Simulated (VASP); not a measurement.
# NaCl (Pm-3m) in VASP: settings compared, part 2 of 2

VASP 6.6.1. The steps go on from the part before.

**4. Single point, PBE**

INCAR

```
  ALGO = Normal
  EDIFF = 1E-6
  ENCUT = 520
  GGA = PE
  ISIF = 2
  ISMEAR = 0
  LASPH = T
  LCHARG = F
  LREAL = F
  LWAVE = F
  NBANDS = 14
  NELM = 80
  PREC = Accurate
  SIGMA = 0.028000000000000004
```

KPOINTS

```
k-points
0
Gamma
  8 8 8
```

POSCAR

```
NaCl
1.0
    3.5021900000      0.0000000000      0.0000000000
    0.0000000000      3.5021900000      0.0000000000
    0.0000000000      0.0000000000      3.5021900000
Cl Na
1 1
Direct
    0.5000000000      0.5000000000      0.5000000000
    0.0000000000      0.0000000000      0.0000000000
```

Potentials or basis: VASP PAW PBE potentials, release 64 (Cl, Na_pv).

Run with:

```bash
$ cat potpaw_PBE.64/Cl/POTCAR potpaw_PBE.64/Na_pv/POTCAR > POTCAR
$ mpirun -np 1 vasp_std > vasp.out
```

OUTCAR:

```text
EDIFF = 1E-6
   ENCUT = 520
   GGA = PE
   ISIF = 2
   ISMEAR = 0
   LASPH = T
   LREAL = F
   NELM = 80
   PREC = Accurate

 ion  position               nearest neighbor table
   1  0.500  0.500  0.500-
   2  0.000  0.000  0.000-

  LATTYP: Found a simple cubic cell.
 ALAT       =     3.5021900000

  Lattice vectors:

 A1 = (   3.5021900000,   0.0000000000,   0.0000000000)
 A2 = (   0.0000000000,   3.5021900000,   0.0000000000)
 A3 = (   0.0000000000,   0.0000000000,   3.5021900000)

Analysis of symmetry for initial positions (statically):
=====================================================================
 Subroutine PRICEL returns:
 Original cell was already a primitive cell.

 Routine SETGRP: Setting up the symmetry group for a
 simple cubic supercell.

 Subroutine GETGRP returns: Found 48 space group operations
 (whereof 48 operations were pure point group operations)
 out of a pool of 48 trial point group operations.

The static configuration has the point symmetry O_h .

Analysis of symmetry for dynamics (positions and initial velocities):
=====================================================================
 Subroutine PRICEL returns:
 Original cell was already a primitive cell.

 Routine SETGRP: Setting up the symmetry group for a
 simple cubic supercell.

 Subroutine GETGRP returns: Found 48 space group operations
 (whereof 48 operations were pure point group operations)
 out of a pool of 48 trial point group operations.

The dynamic configuration has the point symmetry O_h .

 Subroutine INISYM returns: Found 48 space group operations
 (whereof 48 operations are pure point group operations),
 and found     1 'primitive' translations

----------------------------------------------------------------------------------------

                                     Primitive cell

  volume of cell :      42.9555

  direct lattice vectors                    reciprocal lattice vectors
     3.502190000  0.000000000  0.000000000     0.285535622  0.000000000  0.000000000
[... 117 lines left out ...]
 non-spin polarized calculation
 Gauss-broadening in eV      SIGMA  =   0.03
  energy-cutoff  :      520.00
  volume of cell :       42.96
 maximum number of plane-waves:      1189
 NGX is ok and might be reduce to    28
   NGX = 13   NGY = 13   NGZ = 13

 number of electron      13.9999982 magnetization

 Free energy of the ion-electron system (eV)
  ---------------------------------------------------
  ext. energy  EPLUGINS =         0.00000000
  ---------------------------------------------------
  free energy    TOTEN  =        -6.46871703 eV

  energy without entropy =       -6.46871703  energy(sigma->0) =       -6.46871703

 E-fermi :   0.5879     XC(G=0):  -8.4327

 val. band max:        0.4243869738   @ k =   0.5000   0.5000   0.0000
 cond. band min:       4.4030766853   @ k =   0.0000   0.0000   0.0000
 fundamental gap:      3.9786897115
 Fermi energy:         0.5878761931

 k-point     1 :       0.0000    0.0000    0.0000
  band No.  band energies     occupation
      1     -21.6491      2.00000
      2     -21.6491      2.00000
      3     -21.6491      2.00000
      4     -12.9521      2.00000
      5      -0.0662      2.00000
      6      -0.0662      2.00000
      7      -0.0662      2.00000
      8       4.4031      0.00000
      9       9.0040      0.00000
     10       9.0040      0.00000
     11      16.1129      0.00000
     12      16.1131      0.00000
     13      16.1136      0.00000
     14      16.3376      0.00000
[... 377 lines left out ...]
      1     -21.6813      2.00000
      2     -21.6750      2.00000
      3     -21.6476      2.00000
      4     -12.3328      2.00000
      5      -1.8879      2.00000
      6      -1.5394      2.00000
      7       0.0540      2.00000
      8       6.5045      0.00000
      9       9.8359      0.00000
     10      10.1830      0.00000
     11      11.5204      0.00000
     12      13.9635      0.00000
     13      13.9803      0.00000
     14      16.8119      0.00000

 [... further k-points ...]

------------------------ aborting loop because EDIFF is reached ----------------------------------------

  FORCE on cell =-STRESS in cart. coord.  units (eV):
  Direction    XX          YY          ZZ          XY          YZ          ZX
  --------------------------------------------------------------------------------------
  -------------------------------------------------------------------------------------
  Total        0.0151079      0.0151079      0.0151079     -0.0000000      0.0000000     -0.0000000
  in kB        0.5635032      0.5635032      0.5635032     -0.0000000      0.0000000     -0.0000000
  external PRESSURE =       0.5635032 kB  Pullay stress =       0.0000000 kB

 VOLUME and BASIS-vectors are now :
 -----------------------------------------------------------------------------
  energy-cutoff  :      520.00
  volume of cell :       42.96
      direct lattice vectors                 reciprocal lattice vectors
     3.502190000  0.000000000  0.000000000     0.285535622  0.000000000  0.000000000
     0.000000000  3.502190000  0.000000000     0.000000000  0.285535622  0.000000000
     0.000000000  0.000000000  3.502190000     0.000000000  0.000000000  0.285535622

 POSITION                                       TOTAL-FORCE (eV/Angst)
 -----------------------------------------------------------------------------------
      1.75110      1.75110      1.75110         0.000000      0.000000      0.000000
      0.00000      0.00000      0.00000         0.000000      0.000000      0.000000
 -----------------------------------------------------------------------------------
    total drift:                               -0.000000      0.000000      0.000000

  FREE ENERGIE OF THE ION-ELECTRON SYSTEM (eV)
  ---------------------------------------------------
  free  energy   TOTEN  =        -6.4687170336 eV

  energy  without entropy=       -6.4687170336  energy(sigma->0) =       -6.46871703
```

stdout:

```text
POSCAR found type information on POSCAR ClNa
 POSCAR found :  2 types and       2 ions
 scaLAPACK will be used
 LDA part: xc-table for (Slater+PW92), standard interpolation
 POSCAR, INCAR and KPOINTS ok, starting setup
 FFT: planning ... GRIDC
 FFT: planning ... GRID_SOFT
 FFT: planning ... GRID
 WAVECAR not read
 entering main loop
```

Run time: 24 s. Hardware: 1 thread of AMD EPYC 7R13, shared host; peak memory 0.13 GiB.

What came out:

| Item | Value |
| --- | --- |
| Free energy | -6.4687 eV |
| Pressure | 0.1 GPa |
| Band gap on the k mesh | 3.98 eV (least direct gap 4.47 eV) |

Levels at points of the mesh, in eV from the valence-band top:
| k point | band 5 | band 6 | band 7 | band 8 | band 9 | band 10 |
| --- | --- | --- | --- | --- | --- | --- |
| (0.00, 0.00, 0.00) | -0.49 | -0.49 | -0.49 | 3.98 | 8.58 | 8.58 |
| (0.50, 0.00, 0.00) | -2.94 | -0.26 | -0.26 | 6.92 | 8.56 | 10.51 |
| (0.50, 0.50, 0.00) | -2.26 | -2.26 | 0.00 | 5.54 | 9.88 | 11.03 |
| (0.50, 0.50, 0.50) | -1.84 | -1.84 | -1.84 | 7.12 | 7.12 | 7.12 |

A k mesh can miss the band edges.

**5. Single point, BLYP+D4**

This run uses another cell than the first one, of 21.26 Å³/atom.

INCAR

```
SYSTEM = NaCl
PREC = Accurate ; ENCUT = 520
EDIFF = 1E-6 ; ISMEAR = -1
SIGMA = 0.05 ; LREAL = .FALSE.
LASPH = .TRUE. ; NELM = 60
ALGO = Normal ; ISIF = 2
LWAVE = .FALSE. ; LCHARG = .FALSE.
GGA = B5 ; ALDAX = 1.0
AGGAX = 1.0 ; AGGAC = 1.0
ALDAC = 0.0 ; IVDW = 13
VDW_S6 = 1.0 ; VDW_S8 = 2.34076671
VDW_A1 = 0.44488865 ; VDW_A2 = 4.0933009
NBANDS = 14
```

KPOINTS

```
Automatic mesh
0
G
  8 8 8
  0 0 0
```

POSCAR

```
NaCl
1.0
    3.4901840330      0.0000000000      0.0000000000
    0.0000000000      3.4901840330      0.0000000000
    0.0000000000      0.0000000000      3.4901840330
Cl Na
1 1
Direct
    0.5000000000      0.5000000000      0.5000000000
    0.0000000000      0.0000000000      0.0000000000
```

Run with:

```bash
$ cat potpaw_PBE.64/Cl/POTCAR potpaw_PBE.64/Na_pv/POTCAR > POTCAR
$ mpirun -np 1 vasp_std > vasp.out
```

It took 30 s on 1 thread of AMD EPYC 7R13, shared host; peak memory 0.13 GiB.

The run converged. Its results:

```
Free energy                : -6.4140 eV
Pressure                   : -0.2 GPa
Band gap on the k mesh     : 4.08 eV (least direct gap 4.58 eV)
Dispersion energy per atom : -0.190 eV
```

Levels at points of the mesh, in eV from the valence-band top:
| k point | band 3 | band 4 | band 5 | band 6 | band 7 | band 8 | band 9 | band 10 | band 11 | band 12 |
| --- | --- | --- | --- | --- | --- | --- | --- | --- | --- | --- |
| (0.00, 0.00, 0.00) | -22.37 | -13.38 | -0.50 | -0.50 | -0.50 | 4.08 | 8.70 | 8.70 | 15.71 | 15.71 |
| (0.50, 0.00, 0.00) | -22.36 | -13.01 | -2.96 | -0.26 | -0.26 | 7.05 | 8.66 | 10.57 | 11.84 | 11.84 |
| (0.50, 0.50, 0.00) | -22.36 | -12.74 | -2.27 | -2.27 | 0.00 | 5.58 | 9.95 | 11.22 | 11.22 | 12.61 |
| (0.50, 0.50, 0.50) | -22.39 | -12.46 | -1.86 | -1.86 | -1.86 | 7.22 | 7.22 | 7.22 | 11.54 | 16.00 |

Caveat: the PAW data sets were made with another functional, which shifts forces and pressure a little.

**6. Relaxation of cell and atoms, BLYP+D4**

INCAR

```
AGGAC    = 1.0          
AGGAX    = 1.0          
ALDAC    = 0.0          
ALDAX    = 1.0          
ALGO     = Normal         # electronic algorithm
EDIFF    = 1E-6           # SCF threshold, eV
EDIFFG   = -0.02          # ionic threshold
ENCUT    = 600            # plane-wave cutoff, eV
GGA      = B5             # functional
IBRION   = 2              # ionic algorithm
ISIF     = 3              # what is computed and relaxed
ISMEAR   = -1             # smearing method
IVDW     = 13             # dispersion correction
LASPH    = True           # aspherical terms in the spheres
LCHARG   = False          # write CHGCAR
LREAL    = False          # projectors in reciprocal space
LWAVE    = False          # write WAVECAR
NELM     = 60             # most SCF steps
NSW      = 80             # ionic steps
PREC     = Accurate       # precision mode
SIGMA    = 0.05           # smearing width, eV
VDW_A1   = 0.44488865   
VDW_A2   = 4.0933009    
VDW_S6   = 1.0          
VDW_S8   = 2.34076671
```

KPOINTS

```
k-points
0
Gamma
  8 8 8
```

POSCAR

```
NaCl
1.0
    3.5021900000      0.0000000000      0.0000000000
    0.0000000000      3.5021900000      0.0000000000
    0.0000000000      0.0000000000      3.5021900000
Cl Na
1 1
Direct
    0.5000000000      0.5000000000      0.5000000000
    0.0000000000      0.0000000000      0.0000000000
```

Potentials or basis: VASP PAW PBE potentials, release 64 (Cl, Na_pv).

Run with:

```bash
$ cat potpaw_PBE.64/Cl/POTCAR potpaw_PBE.64/Na_pv/POTCAR > POTCAR
$ mpirun -np 1 vasp_std > vasp.out
```

Wall time 36 s (1 thread of AMD EPYC 7R13, shared host); peak memory 0.13 GiB.

The run converged. Its results:

* Free energy: -6.4171 eV
* Relaxed volume: 21.34 Å³/atom
* Relaxed cell: a = 3.495 Å, b = 3.495 Å, c = 3.495 Å, α = 90.00°, β = 90.00°, γ = 90.00°
* Space group after relaxing (to 0.1 Å): Pm-3m (No. 221)
* Energy gained by relaxing: 0.2 meV/atom
* Ionic steps: 2
* Pressure after relaxing: -0.1 GPa
* Band gap on the k mesh: 4.07 eV (least direct gap 4.56 eV)
* Dispersion energy per atom: -0.189 eV

Step by step:
```csv
step,energy change (eV),largest force (eV/Å),pressure (GPa),volume (Å³)
1,0.0000,0.0000,-0.33,42.96
2,-0.0004,0.0000,-0.13,42.68
```

Final structure:
```cif
data_structure
_symmetry_space_group_name_H-M 'P 1'
_symmetry_Int_Tables_number 1
_cell_length_a 3.4946
_cell_length_b 3.4946
_cell_length_c 3.4946
_cell_angle_alpha 90.000
_cell_angle_beta 90.000
_cell_angle_gamma 90.000
_cell_volume 42.68
loop_
_atom_site_label
_atom_site_type_symbol
_atom_site_fract_x
_atom_site_fract_y
_atom_site_fract_z
_atom_site_occupancy
Cl1 Cl 0.50000 0.50000 0.50000 1
Na1 Na 0.00000 0.00000 0.00000 1
```

Levels at points of the mesh, in eV from the valence-band top:
```tsv
k point	band 3	band 4	band 5	band 6	band 7	band 8	band 9	band 10	band 11
(0.00, 0.00, 0.00)	-22.37	-13.36	-0.49	-0.49	-0.49	4.07	8.70	8.70	15.67
(0.50, 0.00, 0.00)	-22.37	-13.00	-2.94	-0.26	-0.26	7.04	8.63	10.57	11.83
(0.50, 0.50, 0.00)	-22.37	-12.73	-2.26	-2.26	0.00	5.58	9.94	11.19	11.19
(0.50, 0.50, 0.50)	-22.40	-12.46	-1.85	-1.85	-1.85	7.22	7.22	7.22	11.51
```

Caveat: the PAW data sets were made with another functional, which shifts forces and pressure a little. A k mesh can miss the band edges.

**7. Overview**

| task | level | cell | cutoff (eV) | smearing | gap on the mesh (eV) | pressure (GPa) |
| --- | --- | --- | --- | --- | --- | --- |
| single point | PBE | a = 3.502 Å, 2 atoms | 520 | gaussian 0.03 eV | 3.98 | 0.1 |
| single point | PBE | a = 3.502 Å, 2 atoms | 520 | gaussian 0.1 eV | 3.98 | 0.1 |
| single point | PBE | a = 3.502 Å, 2 atoms | 520 | gaussian 0.028 eV | 3.98 | 0.1 |
| single point | BLYP+D4 | a = 3.490 Å, 2 atoms | 520 | fermi-dirac 0.05 eV | 4.08 | -0.2 |
| relaxation of cell and atoms | BLYP+D4 | relaxed from a = 3.502 Å, 2 atoms | 600 | fermi-dirac 0.05 eV | 4.07 | -0.1 |

Alike in all rows: potentials or basis VASP PAW PBE potentials, release 64 (Cl, Na_pv); no spin polarisation; k mesh 8 × 8 × 8.

Caveats: the PAW data sets were made with another functional, which shifts forces and pressure a little (at least some runs).

Total energies depend on the potentials used, so only differences within one code and one set of settings carry meaning.
